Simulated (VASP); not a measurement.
# Br (Cmce) in VASP: further runs

The runs below take Br through relaxation of shape and atoms at fixed volume, single point, with r2SCAN.

Program: VASP 6.6.1. These are calculated values, not measurements. Logs are shortened: lines on timing, memory, paths and dates and some standing lists are left out, and cuts for length are marked.

## (1) The cell of the first run

The structure is orthorhombic, space group Cmce (No. 64). The conventional cell has a = 7.313 Å, b = 4.324 Å, c = 8.888 Å, α = 90.00°, β = 90.00°, γ = 90.00°. Br (site symmetry m) has 1 Br at 2.37 Å within 3.1 Å.

## (2) Relaxation of shape and atoms at fixed volume, r2SCAN (35.13 Å³/atom)

POSCAR reads:

```
Br
1.0
    3.6564663495     -2.1619528186      0.0000000000
    3.6564663495      2.1619528186      0.0000000000
    0.0000000000      0.0000000000      8.8875529406
Br
4
Direct
    0.8624212579      0.1375787421      0.1154350441
    0.6375787421      0.3624212579      0.6154350441
    0.1375787421      0.8624212579      0.8845649559
    0.3624212579      0.6375787421      0.3845649559
```

INCAR.step1 reads:

```
SYSTEM = Br
PREC = Accurate
ENCUT = 600
ISMEAR = 0
SIGMA = 0.02
LREAL = .False.
LASPH = .True.
NELM = 60
GGA = PE
ALGO = Normal
EDIFF = 1E-4
LWAVE = .True.
LCHARG = .False.
KPAR = 2
```

INCAR.step2 reads:

```
SYSTEM = Br
PREC = Accurate
ENCUT = 600
EDIFF = 1E-6
ISMEAR = 0
SIGMA = 0.02
LREAL = .False.
LASPH = .True.
NELM = 60
ALGO = Normal
ISIF = 4
LWAVE = .False.
LCHARG = .False.
METAGGA = R2SCAN
LMIXTAU = .True.
IBRION = 2
NSW = 50
EDIFFG = -0.01
ISTART = 1
KPAR = 2
```

KPOINTS reads:

```
regular mesh
0
Gamma
  8 8 4
  0 0 0
```

Potentials or basis: VASP PAW PBE potentials, release 64 (Br).

Started as:

```
$ cat potpaw_PBE.64/Br/POTCAR > POTCAR
$ cp INCAR.step1 INCAR
$ mpirun -np 2 vasp_std > vasp.out
$ cp INCAR.step2 INCAR
$ mpirun -np 2 vasp_std > vasp.out
```

OUTCAR:

```text
SYSTEM = Br
   PREC = Accurate
   ENCUT = 600
   EDIFF = 1E-6
   ISMEAR = 0
   LREAL = .False.
   LASPH = .True.
   NELM = 60
   ISIF = 4
   METAGGA = R2SCAN
   IBRION = 2
   NSW = 50
   EDIFFG = -0.01
   ISTART = 1

 ion  position               nearest neighbor table
   1  0.862  0.138  0.115-   3 2.37
   2  0.638  0.362  0.615-   4 2.37
   3  0.138  0.862  0.885-   1 2.37
   4  0.362  0.638  0.385-   2 2.37

  LATTYP: Found a base centered orthorhombic cell.
 ALAT       =     4.3239056372
 B/A-ratio  =     1.6912794387
 C/A-ratio  =     2.0554456286

  Lattice vectors:

 A1 = (  -3.6564663495,  -2.1619528186,   0.0000000000)
 A2 = (   3.6564663495,  -2.1619528186,   0.0000000000)
 A3 = (   0.0000000000,   0.0000000000,   8.8875529406)

Analysis of symmetry for initial positions (statically):
=====================================================================
 Subroutine PRICEL returns:
 Original cell was already a primitive cell.

 Routine SETGRP: Setting up the symmetry group for a
 base centered orthorhombic supercell.

 Subroutine GETGRP returns: Found  8 space group operations
 (whereof  4 operations were pure point group operations)
 out of a pool of  8 trial point group operations.

The static configuration has the point symmetry C_2h.
 The point group associated with its full space group is D_2h.

Analysis of symmetry for dynamics (positions and initial velocities):
=====================================================================
 Subroutine PRICEL returns:
 Original cell was already a primitive cell.

 Routine SETGRP: Setting up the symmetry group for a
 base centered orthorhombic supercell.

 Subroutine GETGRP returns: Found  8 space group operations
 (whereof  4 operations were pure point group operations)
 out of a pool of  8 trial point group operations.

The dynamic configuration has the point symmetry C_2h.
 The point group associated with its full space group is D_2h.

 Subroutine INISYM returns: Found  8 space group operations
 (whereof  4 operations are pure point group operations),
 and found     1 'primitive' translations

----------------------------------------------------------------------------------------

                                     Primitive cell

  volume of cell :     140.5141

  direct lattice vectors                    reciprocal lattice vectors
     3.656466350 -2.161952819  0.000000000     0.136744045 -0.231272392  0.000000000
     3.656466350  2.161952819  0.000000000     0.136744045  0.231272392  0.000000000
     0.000000000  0.000000000  8.887552941     0.000000000  0.000000000  0.112516911

  length of vectors
     4.247797801  4.247797801  8.887552941     0.268674251  0.268674251  0.112516911

  position of ions in fractional coordinates (direct lattice)
     0.862421258  0.137578742  0.115435044
     0.637578742  0.362421258  0.615435044
     0.137578742  0.862421258  0.884564956
     0.362421258  0.637578742  0.384564956

  ion indices of the primitive-cell ions
   primitive index   ion index
                 1           1
                 2           2
                 3           3
                 4           4

----------------------------------------------------------------------------------------

 KPOINTS: regular mesh

Automatic generation of k-mesh.
 Grid dimensions read from file:
 generate k-points for:    8    8    4

 Generating k-lattice:

  Cartesian coordinates                     Fractional coordinates (reciprocal lattice)
     0.017093006 -0.028909049  0.000000000     0.125000000  0.000000000  0.000000000
     0.017093006  0.028909049  0.000000000     0.000000000  0.125000000  0.000000000
     0.000000000  0.000000000  0.028129228     0.000000000  0.000000000  0.250000000

  Length of vectors
     0.033584281  0.033584281  0.028129228

  Shift w.r.t. Gamma in fractional coordinates (k-lattice)
     0.000000000  0.000000000  0.000000000

 Subroutine IBZKPT returns following result:
 ===========================================

 Found     63 irreducible k-points:

 Following reciprocal coordinates:
            Coordinates               Weight
  0.000000  0.000000  0.000000      1.000000
  0.125000  0.000000  0.000000      4.000000
  0.250000  0.000000  0.000000      4.000000
  0.375000  0.000000  0.000000      4.000000
  0.500000  0.000000  0.000000      2.000000
  0.125000  0.125000  0.000000      2.000000
[... 16 lines left out ...]
  0.125000  0.000000  0.250000      8.000000
  0.250000  0.000000  0.250000      8.000000
 [... further k-points ...]
   k-points           NKPTS =     63   k-points in BZ     NKDIM =     63   number of bands    NBANDS=     18
   number of dos      NEDOS =    301   number of ions     NIONS =      4
   total plane-waves  NPLWV =  93312
   dimension x,y,z NGX =    36 NGY =   36 NGZ =   72
   dimension x,y,z NGXF=    72 NGYF=   72 NGZF=  144
   ions per type =               4
   NGX,Y,Z   is equivalent  to a cutoff of  14.09, 14.09, 13.47 a.u.
   NGXF,Y,Z  is equivalent  to a cutoff of  28.18, 28.18, 26.94 a.u.
 SYSTEM =  Br
   PREC   = accura    normal or accurate (medium, high low for compatibility)
   ISTART =      1    job   : 0-new  1-cont  2-samecut
   ICHARG =      0    charge: 1-file 2-atom 10-const
   ISPIN  =      1    spin polarized calculation?
   LNONCOLLINEAR =      F non collinear calculations
   LSORBIT =      F    spin-orbit coupling
   LASPH  =      T    aspherical Exc in radial PAW
   ENCUT  =  600.0 eV  44.10 Ry    6.64 a.u.   8.48  8.48 17.75*2*pi/ulx,y,z
   NELM   =     60;   NELMIN=  2; NELMDL=  0     # of ELM steps
   EDIFF  = 0.1E-05   stopping-criterion for ELM
   LREAL  =      F    real-space projection
   EDIFFG = -.1E-01   stopping-criterion for IOM
   NSW    =     50    number of steps for IOM
   IBRION =      2    ionic relax: 0-MD 1-quasi-New 2-CG
   NFREE  =      1    steps in history (QN), initial steepest desc. (CG)
   ISIF   =      4    stress and relaxation
   ISYM   =      2    0-nonsym 1-usesym 2-fastsym
   POTIM  = 0.5000    time-step for ionic-motion
   TEBEG  =    0.0;   TEEND  =   0.0 temperature during run
   PSTRESS=    0.0 pullay stress
   NELECT =      28.0000    total number of electrons
   NUPDOWN=      -1.0000    fix difference up-down
   EMIN   =  10.00;   EMAX   =-10.00  energy-range for DOS
   EFERMI =   0.00;   METHOD = LEGACY
   ISMEAR =     0;   SIGMA  =   0.02  broadening in eV -4-tet -1-fermi 0-gaus
   EFERMI_NEDOS =   21; number of points for ismear=-14 and -15
   IALGO  =     38    algorithm
   IMIX   =      4    mixing-type and parameters
     AMIX     =   0.40;   BMIX     =  1.00
     AMIX_MAG =   1.60;   BMIX_MAG =  1.00
  volume/ion in A,a.u.               =      35.13       237.06
  Fermi-wavevector in a.u.,A,eV,Ry     =   0.956212  1.806979 12.440369  0.914341
  Thomas-Fermi vector in A             =   2.085120
   LORBIT       =      0    0 simple, 1 ext, 2 COOP (PROOUT), +10 PAW based schemes
   METAGGA = R2SCAN    functional components
   LHFCALC =     F    Hartree Fock is set to
   AEXX    =    0.0000 exact exchange contribution
   IVDW    =     0    specifies the selected vdW correction
   LEPSILON=     F    determine dielectric tensor
   LRPA    =     F    only Hartree local field effects (RPA)
 conjugate gradient relaxation of ions
 non-spin polarized calculation
 Gauss-broadening in eV      SIGMA  =   0.02
  energy-cutoff  :      600.00
  volume of cell :      140.51
 maximum number of plane-waves:      4731
 NGX is ok and might be reduce to    36
   NGX = 17   NGY = 17   NGZ = 35

--------------------------------------- Ionic step        1  -------------------------------------------

 number of electron      28.0000001 magnetization

 Free energy of the ion-electron system (eV)
  ---------------------------------------------------
  ext. energy  EPLUGINS =         0.00000000
  ---------------------------------------------------
  free energy    TOTEN  =       -53.01266465 eV

  energy without entropy =      -53.01266465  energy(sigma->0) =      -53.01266465

------------------------ aborting loop because EDIFF is reached ----------------------------------------

  FORCE on cell =-STRESS in cart. coord.  units (eV):
  Direction    XX          YY          ZZ          XY          YZ          ZX
  --------------------------------------------------------------------------------------
  -------------------------------------------------------------------------------------
  Total       -0.2604968     -0.8545166     -1.5739299      0.0000000      0.0000000      0.0000000
  in kB       -2.9702495     -9.7434125    -17.9463441      0.0000000      0.0000000      0.0000000
  external PRESSURE =     -10.2200020 kB  Pullay stress =       0.0000000 kB

 VOLUME and BASIS-vectors are now :
 -----------------------------------------------------------------------------
  energy-cutoff  :      600.00
  volume of cell :      140.51
      direct lattice vectors                 reciprocal lattice vectors
     3.656466350 -2.161952819  0.000000000     0.136744045 -0.231272392  0.000000000
     3.656466350  2.161952819  0.000000000     0.136744045  0.231272392  0.000000000
     0.000000000  0.000000000  8.887552941     0.000000000  0.000000000  0.112516911
[... 191 lines left out ...]
 POSITION                                       TOTAL-FORCE (eV/Angst)
 -----------------------------------------------------------------------------------
      3.71181     -1.56675      1.01844         0.000000      0.005593     -0.023183
      3.71181     -0.58716      5.41229         0.000000     -0.005593     -0.023183
      3.71181      1.56675      7.76927         0.000000     -0.005593      0.023183
      3.71181      0.58716      3.37542         0.000000      0.005593      0.023183
 -----------------------------------------------------------------------------------
    total drift:                                0.000000      0.000000      0.000000

  FREE ENERGIE OF THE ION-ELECTRON SYSTEM (eV)
  ---------------------------------------------------
  free  energy   TOTEN  =       -53.0207785125 eV

  energy  without entropy=      -53.0207785125  energy(sigma->0) =      -53.02077851

--------------------------------------- Ionic step        7  -------------------------------------------

 number of electron      28.0000000 magnetization

 Free energy of the ion-electron system (eV)
  ---------------------------------------------------
  ext. energy  EPLUGINS =         0.00000000
  ---------------------------------------------------
  free energy    TOTEN  =       -53.02098013 eV

  energy without entropy =      -53.02098013  energy(sigma->0) =      -53.02098013

 E-fermi :  -0.7971     XC(G=0):  -8.1022

 val. band max:       -0.8888846180   @ k =   0.0000   0.0000   0.0000
 cond. band min:       0.8135185067   @ k =   0.0000   0.0000   0.0000
 fundamental gap:      1.7024031247
 Fermi energy:        -0.7970656684

 k-point     1 :       0.0000    0.0000    0.0000
  band No.  band energies     occupation
      1     -17.2624      2.00000
      2     -16.7957      2.00000
      3     -14.7349      2.00000
      4     -13.7994      2.00000
      5      -6.0232      2.00000
      6      -4.6811      2.00000
[... 10 lines left out ...]
     17       5.3874      0.00000
     18       6.1613      0.00000
[... 463 lines left out ...]
 k-point    24 :       0.2500    0.0000    0.2500
  band No.  band energies     occupation
      1     -17.0762      2.00000
      2     -16.8377      2.00000
      3     -14.5060      2.00000
      4     -14.0473      2.00000
      5      -5.8948      2.00000
      6      -5.2636      2.00000
[... 10 lines left out ...]
     17       6.5176      0.00000
     18       6.9340      0.00000

 [... further k-points ...]

------------------------ aborting loop because EDIFF is reached ----------------------------------------

  FORCE on cell =-STRESS in cart. coord.  units (eV):
  Direction    XX          YY          ZZ          XY          YZ          ZX
  --------------------------------------------------------------------------------------
  -------------------------------------------------------------------------------------
  Total       -0.3299718     -0.3821678     -0.3369128      0.0000000     -0.0000000      0.0000000
  in kB       -3.7624207     -4.3575729     -3.8415648      0.0000000     -0.0000000      0.0000000
  external PRESSURE =      -3.9871861 kB  Pullay stress =       0.0000000 kB

 VOLUME and BASIS-vectors are now :
 -----------------------------------------------------------------------------
  energy-cutoff  :      600.00
  volume of cell :      140.51
      direct lattice vectors                 reciprocal lattice vectors
     3.699520924 -2.157034451  0.000000000     0.135152635 -0.231799728 -0.000000000
     3.699520924  2.157034451 -0.000000000     0.135152635  0.231799728  0.000000000
     0.000000000 -0.000000000  8.804149816     0.000000000  0.000000000  0.113582801

 POSITION                                       TOTAL-FORCE (eV/Angst)
 -----------------------------------------------------------------------------------
      3.69952     -1.56873      1.01663         0.000000      0.003431     -0.005832
      3.69952     -0.58831      5.41870         0.000000     -0.003431     -0.005832
      3.69952      1.56873      7.78752         0.000000     -0.003431      0.005832
      3.69952      0.58831      3.38545         0.000000      0.003431      0.005832
 -----------------------------------------------------------------------------------
    total drift:                                0.000000      0.000000      0.000000

  FREE ENERGIE OF THE ION-ELECTRON SYSTEM (eV)
  ---------------------------------------------------
  free  energy   TOTEN  =       -53.0209801312 eV

  energy  without entropy=      -53.0209801312  energy(sigma->0) =      -53.02098013

 reached required accuracy - stopping structural energy minimisation
```

Wall time 11 min (2 MPI ranks of Intel Xeon 6975P-C (Granite Rapids), shared host); peak memory 0.41 GiB.

Results:

```yaml
Free_energy: -53.0210 eV
Energy_gained_by_relaxing: 2.1 meV/atom
Ionic_steps: 7
Pressure_after_relaxing: -0.4 GPa
Largest_force_after_relaxing: 0.007 eV/Å
Band_gap_on_the_k_mesh: 1.70 eV
```

Forces on the atoms (eV/Å):
```
Br   0.000  0.003 -0.006
Br   0.000 -0.003 -0.006
Br   0.000 -0.003  0.006
Br   0.000  0.003  0.006
```

Step by step:
| step | energy change (eV) | largest force (eV/Å) | pressure (GPa) | volume (Å³) |
| --- | --- | --- | --- | --- |
| 1 | 0.0000 | 0.2270 | -1.02 | 140.51 |
| 2 | -0.0066 | 0.1215 | -0.20 | 140.51 |
| 3 | -0.0076 | 0.0254 | -0.43 | 140.51 |
| 4 | -0.0078 | 0.0208 | -0.43 | 140.51 |
| 5 | -0.0082 | 0.0067 | -0.41 | 140.51 |
| 6 | -0.0081 | 0.0238 | -0.38 | 140.51 |
| 7 | -0.0083 | 0.0068 | -0.40 | 140.51 |

Final structure:
```yaml
crystal:
  lattice:
    - [3.69952, -2.15703, 0.00000]
    - [3.69952, 2.15703, 0.00000]
    - [0.00000, 0.00000, 8.80415]
  atoms:
    - { symbol: Br, position: [0.86363, 0.13637, 0.11547] }
    - { symbol: Br, position: [0.63637, 0.36363, 0.61547] }
    - { symbol: Br, position: [0.13637, 0.86363, 0.88453] }
    - { symbol: Br, position: [0.36363, 0.63637, 0.38453] }
```

Caveat: the PAW data sets were made with another functional, which shifts forces and pressure a little. A k mesh can miss the band edges.

## (3) Single point, r2SCAN (34.13 Å³/atom)

This run uses another cell than the first one, of 34.13 Å³/atom.

POSCAR reads:

```
Br
1.0
    3.6216407445     -2.1413615406      0.0000000000
    3.6216407445      2.1413615406      0.0000000000
    0.0000000000      0.0000000000      8.8029044360
Br
4
Direct
    0.8624212579      0.1375787421      0.1154350441
    0.6375787421      0.3624212579      0.6154350441
    0.1375787421      0.8624212579      0.8845649559
    0.3624212579      0.6375787421      0.3845649559
```

INCAR.step1 reads:

```
SYSTEM = Br
PREC = Accurate ; ENCUT = 520
ISMEAR = 0 ; SIGMA = 0.02
LREAL = .FALSE. ; LASPH = .TRUE.
NELM = 80 ; NBANDS = 22
GGA = PE ; ALGO = Normal
EDIFF = 1E-4 ; LWAVE = .TRUE.
LCHARG = .FALSE.
```

INCAR.step2 reads:

```
SYSTEM = Br
PREC = Accurate ; ENCUT = 520
EDIFF = 1E-6 ; ISMEAR = 0
SIGMA = 0.02 ; LREAL = .FALSE.
LASPH = .TRUE. ; NELM = 80
ALGO = Normal ; ISIF = 2
LWAVE = .FALSE. ; LCHARG = .FALSE.
METAGGA = R2SCAN ; LMIXTAU = .TRUE.
NBANDS = 22 ; ISTART = 1
```

KPOINTS reads:

```
Automatic mesh
0
G
  8 8 4
  0 0 0
```

Potentials or basis: VASP PAW PBE potentials, release 64 (Br).

Started as:

```
$ cat potpaw_PBE.64/Br/POTCAR > POTCAR
$ cp INCAR.step1 INCAR
$ mpirun -np 1 vasp_std > vasp.out
$ cp INCAR.step2 INCAR
$ mpirun -np 1 vasp_std > vasp.out
```

Wall time 8.1 min (1 thread of AMD EPYC 7R13 (Zen 3), shared host); peak memory 0.32 GiB.

The run converged. Its results:

| Quantity | Value |
| --- | --- |
| Free energy | -53.0263 eV |
| Pressure | -0.3 GPa |
| Largest force | 0.005 eV/Å |
| Band gap on the k mesh | 1.68 eV |

Forces in eV/Å, atoms in the order of the input:
```
Br   0.000  0.002  0.005
Br   0.000 -0.002  0.005
Br   0.000 -0.002 -0.005
Br   0.000  0.002 -0.005
```

Levels at points of the mesh, in eV from the valence-band top:
```tsv
k point	band 10	band 11	band 12	band 13	band 14	band 15	band 16	band 17	band 18	band 19
(0.00, 0.00, 0.00)	-1.71	-1.19	-0.45	-0.38	0.00	1.68	2.69	6.36	7.07	7.75
(0.50, 0.00, 0.00)	-2.18	-1.16	-1.16	-0.53	-0.53	2.64	2.64	7.47	7.47	9.61
(0.50, 0.50, 0.00)	-2.11	-1.64	-1.32	-0.52	-0.21	1.71	2.52	7.68	8.21	8.72
(0.00, 0.00, 0.50)	-1.86	-1.00	-1.00	-0.17	-0.17	2.08	2.08	6.94	6.94	8.57
(0.50, 0.00, 0.50)	-2.25	-0.70	-0.70	-0.11	-0.11	2.16	2.16	7.80	7.80	8.93
(0.50, 0.50, 0.50)	-2.09	-1.09	-1.09	-0.84	-0.84	2.04	2.04	8.57	8.57	9.46
```

Caveat: the PAW data sets were made with another functional, which shifts forces and pressure a little.

[end of part 1 of 2]
